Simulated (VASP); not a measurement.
Ti4C, 5 atoms in the cell. The cell holds a slab with vacuum, 5 atoms: a = 3.256 Å, b = 3.256 Å, c = 20.180 Å, α = 90.00°, β = 90.00°, γ = 90.00°. 

- Program: VASP 6.6.1
- Task: single point
- Functional: PBE
- Potentials or basis: VASP PAW PBE potentials, release 64 (Ti_sv, C)
- Cutoff: 520 eV
- k mesh: 8 × 8 × 1
- Occupations: gaussian, width 0.1 eV
- Spin: no spin polarisation
- Dipole correction: yes
- Further INCAR settings: ALGO = Normal; EDIFF = 1e-07; NBANDS = 34

Potentials or basis: VASP PAW PBE potentials, release 64 (Ti_sv, C).

Command:

```console
$ cat potpaw_PBE.64/Ti_sv/POTCAR potpaw_PBE.64/C/POTCAR > POTCAR
$ mpirun -np 1 vasp_std > vasp.out
```

Hardware: 1 thread of AMD EPYC 9R45 96-Core Processor (Zen 5), on a shared host.

**Question.** Estimate the wall time of this run.

**Answer.** Wall time 3.3 min on 1 thread of AMD EPYC 9R45 96-Core Processor (Zen 5), on a shared host, peak memory 0.31 GiB. Counts: scf iterations 30, k points 21.
